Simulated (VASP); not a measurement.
# ZrB in VASP: a series of runs

The runs below take ZrB through single point, with PBE.

Program: VASP 6.6.1. These are calculated values, not measurements. Logs are shortened: lines on timing, memory, paths and dates and some standing lists are left out, and cuts for length are marked.

## Step 1: The cell of the first run

The structure is cubic, space group Fm-3m (No. 225). Conventional cell: a = 4.904 Å, b = 4.904 Å, c = 4.904 Å, α = 90.00°, β = 90.00°, γ = 90.00°. Zr (site symmetry m-3m) has 6 B at 2.45 Å within 3.2 Å. Within 3.2 Å of B (site symmetry m-3m) lie 6 Zr at 2.45 Å.

## Step 2: Single point, PBE

Input file INCAR:

```
SYSTEM = ZrB
ALGO = Normal
EDIFF = 1E-6
ENCUT = 520
GGA = PE
ISIF = 2
ISMEAR = 0
LASPH = .True.
LCHARG = .False.
LREAL = .False.
LWAVE = .False.
NBANDS = 23
NELM = 60
PREC = Accurate
SIGMA = 0.05
```

Input file KPOINTS:

```
k-points
0
Gamma
  9 9 9
  0 0 0
```

Input file POSCAR:

```
ZrB
1.0
    0.0000000000      4.9042434320      4.9042434320
    2.4521217160      0.0000000000      2.4521217160
    2.4521217160      2.4521217160      0.0000000000
Zr B
2 2
Direct
    0.2500000000      0.5000000000      0.5000000000
    0.7500000000      0.5000000000      0.5000000000
    0.0000000000      0.0000000000      0.0000000000
    0.5000000000      0.0000000000      0.0000000000
```

Potentials or basis: VASP PAW PBE potentials, release 64 (Zr_sv, B).

Command:

```sh
$ cat potpaw_PBE.64/Zr_sv/POTCAR potpaw_PBE.64/B/POTCAR > POTCAR
$ mpirun -np 1 vasp_std > vasp.out
```

OUTCAR:

```text
SYSTEM = ZrB
   EDIFF = 1E-6
   ENCUT = 520
   GGA = PE
   ISIF = 2
   ISMEAR = 0
   LASPH = .True.
   LREAL = .False.
   NELM = 60
   PREC = Accurate

 ion  position               nearest neighbor table
   1  0.250  0.500  0.500-   3 2.45   3 2.45   4 2.45   3 2.45   4 2.45   4 2.45   2 3.47   2 3.47
                             2 3.47   2 3.47   2 3.47   2 3.47
   2  0.750  0.500  0.500-   4 2.45   3 2.45   4 2.45   3 2.45   4 2.45   3 2.45   1 3.47   1 3.47
                             1 3.47   1 3.47   1 3.47   1 3.47
   3  0.000  0.000  0.000-   2 2.45   1 2.45   2 2.45   1 2.45   2 2.45   1 2.45
   4  0.500  0.000  0.000-   1 2.45   1 2.45   2 2.45   1 2.45   2 2.45   2 2.45

  LATTYP: Found a trigonal (rhomboedric) cell.
 ALAT       =     6.0064469914
 COS(alpha) =     0.8333333333

  Lattice vectors:

 A1 = (   2.4521217160,  -2.4521217160,  -4.9042434320)
 A2 = (   4.9042434320,  -2.4521217160,  -2.4521217160)
 A3 = (   2.4521217160,  -4.9042434320,  -2.4521217160)

Analysis of symmetry for initial positions (statically):
=====================================================================
 Subroutine PRICEL returns following result:

  LATTYP: Found a face centered cubic cell.
 ALAT       =     4.9042434320

  Lattice vectors:

 A1 = (   0.0000000000,   2.4521217160,   2.4521217160)
 A2 = (   2.4521217160,   0.0000000000,   2.4521217160)
 A3 = (   2.4521217160,   2.4521217160,   0.0000000000)

   2 primitive cells build up your supercell.

 Routine SETGRP: Setting up the symmetry group for a
 trigonal (rhombohedral) supercell.

 Subroutine GETGRP returns: Found 12 space group operations
 (whereof 12 operations were pure point group operations)
 out of a pool of 12 trial point group operations.

The static configuration has the point symmetry D_3d.

Analysis of symmetry for dynamics (positions and initial velocities):
=====================================================================
 Subroutine PRICEL returns following result:

  LATTYP: Found a face centered cubic cell.
 ALAT       =     4.9042434320

  Lattice vectors:

 A1 = (   0.0000000000,   2.4521217160,   2.4521217160)
 A2 = (   2.4521217160,   0.0000000000,   2.4521217160)
 A3 = (   2.4521217160,   2.4521217160,   0.0000000000)
[... 98 lines left out ...]
   NGX,Y,Z   is equivalent  to a cutoff of  12.94, 13.42, 13.42 a.u.
   NGXF,Y,Z  is equivalent  to a cutoff of  25.89, 26.85, 26.85 a.u.
 SYSTEM =  ZrB
   PREC   = accura    normal or accurate (medium, high low for compatibility)
   ISTART =      0    job   : 0-new  1-cont  2-samecut
   ICHARG =      2    charge: 1-file 2-atom 10-const
   ISPIN  =      1    spin polarized calculation?
   LNONCOLLINEAR =      F non collinear calculations
   LSORBIT =      F    spin-orbit coupling
   LASPH  =      T    aspherical Exc in radial PAW
   ENCUT  =  520.0 eV  38.22 Ry    6.18 a.u.  12.90  6.45  6.45*2*pi/ulx,y,z
   NELM   =     60;   NELMIN=  2; NELMDL= -5     # of ELM steps
   EDIFF  = 0.1E-05   stopping-criterion for ELM
   LREAL  =      F    real-space projection
[... 7 lines left out ...]
   TEBEG  =    0.0;   TEEND  =   0.0 temperature during run
   PSTRESS=    0.0 pullay stress
   NELECT =      30.0000    total number of electrons
   NUPDOWN=      -1.0000    fix difference up-down
   EMIN   =  10.00;   EMAX   =-10.00  energy-range for DOS
   EFERMI =   0.00;   METHOD = LEGACY
   ISMEAR =     0;   SIGMA  =   0.05  broadening in eV -4-tet -1-fermi 0-gaus
   EFERMI_NEDOS =   21; number of points for ismear=-14 and -15
   IALGO  =     38    algorithm
   IMIX   =      4    mixing-type and parameters
     AMIX     =   0.40;   BMIX     =  1.00
     AMIX_MAG =   1.60;   BMIX_MAG =  1.00
  volume/ion in A,a.u.               =      14.74        99.50
  Fermi-wavevector in a.u.,A,eV,Ry     =   1.306832  2.469555 23.236178  1.707811
  Thomas-Fermi vector in A             =   2.437608
   LORBIT       =      0    0 simple, 1 ext, 2 COOP (PROOUT), +10 PAW based schemes
   GGA     = PE    functional components
   LHFCALC =     F    Hartree Fock is set to
   AEXX    =    0.0000 exact exchange contribution
   IVDW    =     0    specifies the selected vdW correction
   LEPSILON=     F    determine dielectric tensor
   LRPA    =     F    only Hartree local field effects (RPA)
 non-spin polarized calculation
 Gauss-broadening in eV      SIGMA  =   0.05
  energy-cutoff  :      520.00
  volume of cell :       58.98
 maximum number of plane-waves:      1617
 NGX is ok and might be reduce to    54

 number of electron      30.0000000 magnetization

 Free energy of the ion-electron system (eV)
  ---------------------------------------------------
  ext. energy  EPLUGINS =         0.00000000
  ---------------------------------------------------
  free energy    TOTEN  =       -32.00886634 eV

  energy without entropy =      -32.00681172  energy(sigma->0) =      -32.00783903

 E-fermi :   7.4166     XC(G=0): -11.4751

 val. band max:        7.3882475417   @ k =  -0.3333   0.1111   0.0000
 cond. band min:       7.4257133168   @ k =   0.2222   0.3333   0.0000
 fundamental gap:      0.0374657751
 Fermi energy:         7.4165965940

 k-point     1 :       0.0000    0.0000    0.0000
  band No.  band energies     occupation
      1     -40.0346      2.00000
      2     -39.9768      2.00000
      3     -18.3994      2.00000
      4     -17.9167      2.00000
      5     -17.9167      2.00000
      6     -17.8612      2.00000
[... 613 lines left out ...]
     22      13.3390      0.00000
     23      13.9140      0.00000

 [... further k-points ...]

------------------------ aborting loop because EDIFF is reached ----------------------------------------

  FORCE on cell =-STRESS in cart. coord.  units (eV):
  Direction    XX          YY          ZZ          XY          YZ          ZX
  --------------------------------------------------------------------------------------
  -------------------------------------------------------------------------------------
  Total        0.0177993      0.0177993      0.0177993      0.0432739     -0.0432739      0.0432739
  in kB        0.4835337      0.4835337      0.4835337      1.1755758     -1.1755758      1.1755758
  external PRESSURE =       0.4835337 kB  Pullay stress =       0.0000000 kB

 VOLUME and BASIS-vectors are now :
 -----------------------------------------------------------------------------
  energy-cutoff  :      520.00
  volume of cell :       58.98
      direct lattice vectors                 reciprocal lattice vectors
     0.000000000  4.904243432  4.904243432    -0.101952525  0.101952525  0.101952525
     2.452121716  0.000000000  2.452121716     0.203905050 -0.203905050  0.203905050
     2.452121716  2.452121716  0.000000000     0.203905050  0.203905050 -0.203905050

 POSITION                                       TOTAL-FORCE (eV/Angst)
 -----------------------------------------------------------------------------------
      2.45212      2.45212      2.45212         0.000000     -0.000000     -0.000000
      2.45212      4.90424      4.90424        -0.000000      0.000000      0.000000
      0.00000      0.00000      0.00000         0.000000     -0.000000     -0.000000
      0.00000      2.45212      2.45212         0.000000     -0.000000     -0.000000
 -----------------------------------------------------------------------------------
    total drift:                               -0.000000     -0.000000     -0.000000

  FREE ENERGIE OF THE ION-ELECTRON SYSTEM (eV)
  ---------------------------------------------------
  free  energy   TOTEN  =       -32.0088663405 eV

  energy  without entropy=      -32.0068117245  energy(sigma->0) =      -32.00783903
```

It took 3.7 min on 1 thread of Intel Xeon 8259CL, shared host; peak memory 0.26 GiB.

The run converged, but its numbers aren't listed here, since they failed a check.

Caveat: the result breaks the symmetry of the cell.

## Step 3: Single point, PBE

Input file INCAR:

```
SYSTEM = ZrB
PREC = Accurate
ENCUT = 520
EDIFF = 1E-6
ISMEAR = 0
SIGMA = 0.05
LREAL = .FALSE.
LASPH = .TRUE.
NELM = 100
ALGO = Normal
ISIF = 2
LWAVE = .FALSE.
LCHARG = .TRUE.
GGA = PE
LELF = .TRUE.
LVHAR = .TRUE.
NBANDS = 23
```

Input file KPOINTS:

```
regular mesh
0
G
  9 9 9
  0 0 0
```

Input file POSCAR:

```
ZrB
1.0
    0.0089286297      4.8986323922      4.8991933337
    2.4543309632     -0.0000699800      2.4541309617
    2.4543575615      2.4538770892     -0.0000965782
Zr B
2 2
Direct
    0.2562518552      0.4501464560      0.5081164839
    0.7563138950      0.4501150474      0.5080619427
    0.0062772380     -0.0498523897      0.0080729833
    0.5063119978     -0.0498792421      0.0080801203
```

Potentials or basis: VASP PAW PBE potentials, release 64 (Zr_sv, B).

Command:

```sh
$ cat potpaw_PBE.64/Zr_sv/POTCAR potpaw_PBE.64/B/POTCAR > POTCAR
$ mpirun -np 1 vasp_std > vasp.out
```

OUTCAR:

```text
SYSTEM = ZrB
   PREC = Accurate
   ENCUT = 520
   EDIFF = 1E-6
   ISMEAR = 0
   LREAL = .FALSE.
   LASPH = .TRUE.
   NELM = 100
   ISIF = 2
   GGA = PE

 ion  position               nearest neighbor table
   1  0.256  0.450  0.508-   3 2.45   3 2.45   4 2.45   3 2.45   4 2.45   4 2.45   2 3.46   2 3.46
                             2 3.46   2 3.46   2 3.46   2 3.46
   2  0.756  0.450  0.508-   3 2.45   4 2.45   3 2.45   4 2.45   3 2.45   4 2.45   1 3.46   1 3.46
                             1 3.46   1 3.46   1 3.46   1 3.46
   3  0.006  0.950  0.008-   2 2.45   1 2.45   1 2.45   2 2.45   2 2.45   1 2.45
   4  0.506  0.950  0.008-   2 2.45   1 2.45   2 2.45   1 2.45   2 2.45   1 2.45
[... 834 lines left out ...]
  -------------------------------------------------------------------------------------
  Total        0.0247857      0.0466667      0.0338711      0.0005929      0.0005501      0.0009979
  in kB        0.6735232      1.2681144      0.9204093      0.0161112      0.0149494      0.0271165
  external PRESSURE =       0.9540156 kB  Pullay stress =       0.0000000 kB

 VOLUME and BASIS-vectors are now :
 -----------------------------------------------------------------------------
  energy-cutoff  :      520.00
  volume of cell :       58.96
      direct lattice vectors                 reciprocal lattice vectors
     0.008928630  4.898632392  4.899193334    -0.102138911  0.102162930  0.102150148
     2.454330963 -0.000069980  2.454130962     0.203908418 -0.203940333  0.203545365
     2.454357562  2.453877089 -0.000096578     0.203903956  0.203566467 -0.203914768

 POSITION                                       TOTAL-FORCE (eV/Angst)
 -----------------------------------------------------------------------------------
      2.35420      2.50211      2.36010        -0.001284      0.001074      0.001674
      2.35845      4.95159      4.80992         0.001005     -0.000722     -0.000821
      2.35185      0.05049      2.36254        -0.000047      0.000477     -0.000053
      2.35626      2.50000      4.81224         0.000326     -0.000830     -0.000801
 -----------------------------------------------------------------------------------
    total drift:                                0.000019      0.000033     -0.000000

  FREE ENERGIE OF THE ION-ELECTRON SYSTEM (eV)
  ---------------------------------------------------
  free  energy   TOTEN  =       -32.0089704753 eV

  energy  without entropy=      -32.0069220519  energy(sigma->0) =      -32.00794626
```

stdout:

```text
POSCAR found type information on POSCAR ZrB
 POSCAR found :  2 types and       4 ions
 scaLAPACK will be used
 LDA part: xc-table for (Slater+PW92), standard interpolation
 POSCAR, INCAR and KPOINTS ok, starting setup
 FFT: planning ... GRIDC
 FFT: planning ... GRID_SOFT
 FFT: planning ... GRID
 WAVECAR not read
 entering main loop
```

Run time: 14 min. Hardware: 1 thread of Intel Xeon 8259CL, shared host; peak memory 0.52 GiB.

What came out:

```
Free energy            : -32.0090 eV
Pressure               : 0.1 GPa
Band gap on the k mesh : zero (bands 15 and 16 overlap by 2.42 eV)
```

Forces in eV/Å, atoms in the order of the input:
```
Zr  -0.001  0.001  0.002
Zr   0.001 -0.001 -0.001
B    0.000  0.000  0.000
B    0.000 -0.001 -0.001
```

## Step 4: Single point, PBE

This run uses another cell than the first one: it holds 2 atoms, not 4.

Input file INCAR:

```
SYSTEM = ZrB
PREC = Accurate
ENCUT = 500
EDIFF = 1E-6
ISMEAR = 0
SIGMA = 0.05
LREAL = .FALSE.
LASPH = .TRUE.
NELM = 120
ALGO = Normal
ISIF = 2
LWAVE = .FALSE.
LCHARG = .TRUE.
GGA = PE
LELF = .TRUE.
LVHAR = .TRUE.
NBANDS = 14
GGA_COMPAT = .FALSE.
```

Input file KPOINTS:

```
regular mesh
0
G
  12 12 12
  0 0 0
```

Input file POSCAR:

```
ZrB
1.0
    0.0000000000      2.3327256626      2.3327256626
    2.3327256626      0.0000000000      2.3327256626
    2.3327256626      2.3327256626      0.0000000000
Zr B
1 1
Direct
    0.5000000000      0.5000000000      0.5000000000
    0.0000000000      0.0000000000      0.0000000000
```

Command:

```sh
$ cat potpaw_PBE.64/Zr_sv/POTCAR potpaw_PBE.64/B/POTCAR > POTCAR
$ mpirun -np 1 vasp_std > vasp.out
```

Wall time 12 s (1 thread of Intel Xeon Platinum 8488C (Sapphire Rapids), shared host); peak memory 0.15 GiB.

It converged, with:

| Quantity | Value |
| --- | --- |
| Free energy | -15.6374 eV |
| Pressure | 32.4 GPa |
| Band gap on the k mesh | zero (an odd number of electrons rules out a gap without spin polarisation) |

Levels at points of the mesh, in eV from the Fermi level:
```tsv
k point	band 5	band 6	band 7	band 8	band 9	band 10	band 11	band 12
(0.00, 0.00, 0.00)	-8.31	1.91	1.91	1.91	3.67	3.67	3.80	3.80
(0.50, 0.00, 0.00)	-4.17	-3.65	-1.39	-1.39	5.71	5.71	7.29	8.21
(0.50, 0.50, 0.00)	-6.47	-1.10	-0.34	2.51	2.51	5.42	6.86	6.86
```

Caveat: the cell stands under pressure.

## Step 5: Single point, PBE (14.22 Å³/atom)

Input file INCAR:

```
ALGO = Normal
EDIFF = 1E-6
ENCUT = 500
GGA = PE
GGA_COMPAT = False
ISIF = 2
ISMEAR = 0
LASPH = True
LCHARG = False
LREAL = False
LWAVE = False
NBANDS = 14
NELM = 120
PREC = Accurate
SIGMA = 0.05
```

Input file KPOINTS:

```
k-points
0
Gamma
  12 12 12
```

Input file POSCAR:

```
ZrB
1.0
    0.0000000000      2.4225328489      2.4225328489
    2.4225328489      0.0000000000      2.4225328489
    2.4225328489      2.4225328489      0.0000000000
Zr B
1 1
Direct
    0.5000000000      0.5000000000      0.5000000000
    0.0000000000      0.0000000000      0.0000000000
```

Command:

```sh
$ cat potpaw_PBE.64/Zr_sv/POTCAR potpaw_PBE.64/B/POTCAR > POTCAR
$ mpirun -np 1 vasp_std > vasp.out
```

It took 27 s on 1 thread of Intel Xeon Platinum 8488C (Sapphire Rapids), shared host; peak memory 0.17 GiB.

Results (log left out):

* Free energy: -15.9867 eV
* Pressure: 6.4 GPa
* Band gap on the k mesh: zero (an odd number of electrons rules out a gap without spin polarisation)

Levels at points of the mesh, in eV from the Fermi level:
```tsv
k point	band 5	band 6	band 7	band 8	band 9	band 10	band 11	band 12
(0.00, 0.00, 0.00)	-8.10	1.80	1.80	1.80	3.28	3.28	3.53	3.53
(0.50, 0.00, 0.00)	-4.06	-3.87	-1.19	-1.19	5.04	5.04	6.38	7.68
(0.50, 0.50, 0.00)	-6.17	-0.83	-0.69	2.16	2.16	4.77	6.00	6.00
```

Caveat: the cell stands under pressure.

(Part 1 of 2 ends here.)
